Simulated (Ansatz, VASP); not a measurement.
# Two plane-wave programs on B

```xyz
4
Lattice="1.7909 0.0000 0.0000 -0.8955 1.5510 0.0000 0.0000 0.0000 22.1382" Properties=species:S:1:pos:R:3 pbc="T T T"
B     0.8955    1.5510    0.0000
B     1.7909    0.0000   11.0691
B     0.0000    1.0340    5.5345
B     0.8955    0.5170   16.6036
```

Alike in both runs: task single point; functional RPBE; k mesh 23 × 23 × 2; occupations fermi-dirac, width 0.1 eV; no spin polarisation.

|  | VASP | Ansatz |
| --- | --- | --- |
| version | VASP 6.6.1 | Ansatz 0.2.0 |
| potentials or method | VASP PAW PBE potentials, release 64 (B), cutoff 520 eV | plane waves (420 eV) with PAW, scalar-relativistic |
| valence electrons in the cell | 12 | 12 |

|  | VASP | Ansatz | Ansatz less VASP |
| --- | --- | --- | --- |
| pressure (GPa) | -11.5 | -11.4 | +0.13 |
| traceless stress, the component that is largest in VASP (GPa) | 11.42 | 11.35 | -0.066 |

VASP's potentials were made for PBE, not for RPBE.
